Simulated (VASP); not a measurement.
# SnSe2 (P-3m1) in VASP: dielectric tensor with PBEsol

Aim: the dielectric tensor of SnSe2 with PBEsol.

All numbers are computed with VASP 6.6.1; they aren't measurements. Logs are shortened: lines on timing, memory, paths and dates and some standing lists are left out, and cuts for length are marked.

## Step 1: The cell of the first run

It takes space group P-3m1 (No. 164, trigonal). The conventional cell has a = 3.811 Å, b = 3.811 Å, c = 6.136 Å, α = 90.00°, β = 90.00°, γ = 120.00°. Sn (site symmetry -3m) has 6 Se at 2.68 Å within 3.5 Å. Se (site symmetry 3m) has 3 Sn at 2.68 Å within 3.5 Å.

## Step 2: Dielectric tensor, PBEsol

Contents of INCAR:

```
  PREC = Accurate
  ENCUT = 520
  EDIFF = 1E-8
  ISMEAR = 0
  SIGMA = 0.01
  LREAL = False
  LASPH = True
  NELM = 60
  ALGO = Normal
  ISIF = 2
  LWAVE = False
  LCHARG = False
  GGA = PS
  LEPSILON = True
```

Contents of KPOINTS:

```
Automatic mesh
0
Gamma
  6 6 4
```

Contents of POSCAR:

```
SnSe2
1.0
    3.8110000000      0.0000000000      0.0000000000
   -1.9055000000      3.3004228100      0.0000000000
    0.0000000000      0.0000000000      6.1360000000
Sn Se
1 2
Direct
    0.0000000000      0.0000000000      0.0000000000
    0.3333333333      0.6666666667      0.2490000000
    0.6666666667      0.3333333333      0.7510000000
```

Potentials or basis: VASP PAW PBE potentials, release 64 (Sn_d, Se).

Started as:

```bash
> cat potpaw_PBE.64/Sn_d/POTCAR potpaw_PBE.64/Se/POTCAR > POTCAR
> mpirun -np 1 vasp_std > vasp.out
```

OUTCAR:

```text
PREC = Accurate
   ENCUT = 520
   EDIFF = 1E-8
   ISMEAR = 0
   LREAL = False
   LASPH = True
   NELM = 60
   ISIF = 2
   GGA = PS
   LEPSILON = True

 ion  position               nearest neighbor table
   1  0.000  0.000  0.000-   2 2.68   3 2.68   3 2.68   2 2.68   3 2.68   2 2.68
   2  0.333  0.667  0.249-   1 2.68   1 2.68   1 2.68
   3  0.667  0.333  0.751-   1 2.68   1 2.68   1 2.68

  LATTYP: Found a hexagonal cell.
 ALAT       =     3.8110000000
 C/A-ratio  =     1.6100760955

  Lattice vectors:

 A1 = (   3.8110000000,   0.0000000000,   0.0000000000)
 A2 = (  -1.9055000000,   3.3004228100,   0.0000000000)
 A3 = (   0.0000000000,   0.0000000000,   6.1360000000)

Analysis of symmetry for initial positions (statically):
=====================================================================
 Subroutine PRICEL returns:
 Original cell was already a primitive cell.

 Routine SETGRP: Setting up the symmetry group for a
 hexagonal supercell.

 Subroutine GETGRP returns: Found 12 space group operations
 (whereof 12 operations were pure point group operations)
 out of a pool of 24 trial point group operations.

The static configuration has the point symmetry D_3d.

Analysis of symmetry for dynamics (positions and initial velocities):
=====================================================================
 Subroutine PRICEL returns:
 Original cell was already a primitive cell.

 Routine SETGRP: Setting up the symmetry group for a
 hexagonal supercell.

 Subroutine GETGRP returns: Found 12 space group operations
 (whereof 12 operations were pure point group operations)
 out of a pool of 24 trial point group operations.

The dynamic configuration has the point symmetry D_3d.

 Subroutine INISYM returns: Found 12 space group operations
 (whereof 12 operations are pure point group operations),
 and found     1 'primitive' translations

----------------------------------------------------------------------------------------

                                     Primitive cell

  volume of cell :      77.1781

  direct lattice vectors                    reciprocal lattice vectors
     3.811000000  0.000000000  0.000000000     0.262398321  0.151495741  0.000000000
[... 635 lines left out ...]
      0.00000      0.00000      0.00000         0.000000      0.000000     -0.000000
     -0.00000      2.20028      1.52786         0.000000     -0.000000      0.613870
      1.90550      1.10014      4.60814        -0.000000      0.000000     -0.613870
 -----------------------------------------------------------------------------------
    total drift:                                0.000000      0.000000      0.000000

  FREE ENERGIE OF THE ION-ELECTRON SYSTEM (eV)
  ---------------------------------------------------
  free  energy   TOTEN  =       -12.9331385777 eV

  energy  without entropy=      -12.9331385777  energy(sigma->0) =      -12.93313858

 HEAD OF MICROSCOPIC STATIC DIELECTRIC TENSOR (INDEPENDENT PARTICLE, excluding Hartree and local field effects)
 ------------------------------------------------------
          14.011264    -0.000000     0.000000
           0.000000    14.011264     0.000000
           0.000000     0.000000    13.142206
 ------------------------------------------------------

 Free energy of the ion-electron system (eV)
  ---------------------------------------------------
  ---------------------------------------------------
  free energy    TOTEN  =        -2.78575160 eV

  energy without entropy =       -2.78575160

------------------------ aborting loop because EDIFF is reached ----------------------------------------

--------------------------------------- Ionic step        2  -------------------------------------------

------------------------ aborting loop because EDIFF is reached ----------------------------------------

--------------------------------------- Ionic step        3  -------------------------------------------

 Free energy of the ion-electron system (eV)
  ---------------------------------------------------
  ---------------------------------------------------
  free energy    TOTEN  =        -2.13728201 eV

  energy without entropy =       -2.13728201

------------------------ aborting loop because EDIFF is reached ----------------------------------------

 PIEZOELECTRIC TENSOR FIELD DIRECTION 3  (e Angst)
 -----------------------------------------------------------------------------
     0.00451 -0.00000 -0.00000           (  0.00003 -0.00000  0.00000)
    -0.00000  0.00451  0.00000           (  0.00000  0.00003  0.00000)
     0.00000 -0.00000 -0.00947           (  0.00000  0.00000 -0.00003)

 PIEZOELECTRIC TENSOR FIELD DIRECTION 3  (C/m^2)
 -----------------------------------------------------------------------------
     0.00094 -0.00000 -0.00000
    -0.00000  0.00094  0.00000
     0.00000 -0.00000 -0.00197

 MACROSCOPIC STATIC DIELECTRIC TENSOR (including local field effects in DFT)
 ------------------------------------------------------
          13.271289     0.000000     0.000000
          -0.000000    13.271289     0.000000
           0.000000     0.000000    10.489679
 ------------------------------------------------------

 PIEZOELECTRIC TENSOR (including local field effects)  for field in x, y, z        (e  Angst)
          XX          YY          ZZ          XY          YZ          ZX
  --------------------------------------------------------------------------------
  x     0.00000     0.00000     0.00000     0.00000     0.00000     0.00000
  y     0.00000     0.00000     0.00000     0.00000     0.00000     0.00000
  z     0.00000     0.00000     0.00000     0.00000     0.00000     0.00000

 PIEZOELECTRIC TENSOR (including local field effects)  for field in x, y, z        (C/m^2)
          XX          YY          ZZ          XY          YZ          ZX
  --------------------------------------------------------------------------------
  x     0.00000     0.00000     0.00000     0.00000     0.00000     0.00000
  y     0.00000     0.00000     0.00000     0.00000     0.00000     0.00000
  z     0.00000     0.00000     0.00000     0.00000     0.00000     0.00000

 BORN EFFECTIVE CHARGES (including local field effects) (in |e|, cummulative output)
 ---------------------------------------------------------------------------------
 ion    1
    1     5.27323     0.00000     0.00000
    2     0.00000     5.27323    -0.00000
    3     0.00000     0.00000     1.82930
 ion    2
    1    -2.63662     0.00000     0.00000
    2     0.00000    -2.63662     0.00000
    3     0.00000    -0.00000    -0.91465
 ion    3
    1    -2.63662     0.00000    -0.00000
    2     0.00000    -2.63662     0.00000
    3     0.00000    -0.00000    -0.91465
```

It took 5 min on 1 thread of AMD EPYC 9R14 (Zen 4), shared host; peak memory 0.31 GiB.

What came out:

| Quantity | Value |
| --- | --- |
| Band gap on the k mesh | 0.74 eV (least direct gap 1.00 eV) |
| Electronic dielectric tensor (diagonal) | 13.27, 13.27, 10.49 |
| Born charges (mean of the diagonal) | Sn +4.13; Se -2.06 e |

Electronic dielectric tensor:
```
13.27  0.00  0.00
 0.00 13.27  0.00
 0.00  0.00 10.49
```

Born effective charge tensors (e):
atom 1, Sn
```
5.27 0.00 0.00
0.00 5.27 0.00
0.00 0.00 1.83
```
atom 2, Se
```
-2.64  0.00  0.00
 0.00 -2.64  0.00
 0.00  0.00 -0.91
```
atom 3, Se
```
-2.64  0.00  0.00
 0.00 -2.64  0.00
 0.00  0.00 -0.91
```

Caveat: semilocal functionals underestimate gaps, and a narrow one can read as zero; spin-orbit coupling is left out, which moves the levels of the heavy elements. A k mesh can miss the band edges.
